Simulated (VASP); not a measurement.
Wanted: the native input for a VASP 6.6.1 run.

- Task: single point
- Functional: LDA
- Potentials or basis: VASP PAW LDA potentials, release 64 (Mg, O)
- Cutoff: 520 eV
- k mesh: 4 × 4 × 4
- Occupations: gaussian, width 0.05 eV
- Spin: no spin polarisation
- Dipole correction: no
- Further INCAR settings: ALGO = Normal; EDIFF = 1e-06; NBANDS = 36

The structure of MgO lies in POSCAR:

```
MgO
1.0
    5.5230736673      0.0000000000      0.0000000000
    0.0000000000      5.5230736673      0.0000000000
    0.0000000000      0.0000000000      5.5230736673
Mg O
6 6
Direct
    0.2500000000     -0.0183774656      0.5000000000
    0.0000000000      0.5183774656      0.2500000000
    0.5000000000      0.7500000000      0.0000000000
    0.7500000000     -0.0183774656      0.5000000000
    0.0000000000      0.5183774656      0.7500000000
    0.5000000000      0.2500000000      0.0000000000
    0.2500000000      0.4997137670      0.0000000000
    0.5000000000      0.0002862330      0.2500000000
    0.0000000000      0.7500000000      0.5000000000
    0.7500000000      0.4997137670      0.0000000000
    0.5000000000      0.0002862330      0.7500000000
    0.0000000000      0.2500000000      0.5000000000
```

This cell differs from its parent crystal: atoms displaced along a vibrational mode.

The input as run:

INCAR

```
SYSTEM = MgO
  PREC = Accurate
  ENCUT = 520
  EDIFF = 1E-6
  ISMEAR = 0
  SIGMA = 0.05
  LREAL = .False.
  LASPH = .True.
  NELM = 80
  ALGO = Normal
  ISIF = 2
  LWAVE = .False.
  LCHARG = .False.
  NBANDS = 36
```

KPOINTS

```
regular mesh
0
Gamma
  4 4 4
  0 0 0
```

Potentials or basis: VASP PAW LDA potentials, release 64 (Mg, O).

Command:

```bash
$ cat potpaw_LDA.64/Mg/POTCAR potpaw_LDA.64/O/POTCAR > POTCAR
$ mpirun -np 1 vasp_std > vasp.out
```

It gave:

```yaml
Pressure: -0.4 GPa
Largest_force: 1.639 eV/Å
Band_gap_on_the_k_mesh: 2.72 eV (least direct gap 2.74 eV)
```

Caveat: the cell differs from its parent crystal (atoms displaced along a vibrational mode); forces of over 1 eV/Å act on the atoms, so gaps and moduli don't describe the material at rest.

Run time: 2.5 min on 1 thread of Intel Xeon 8259CL (shared host), peak memory 0.26 GiB.
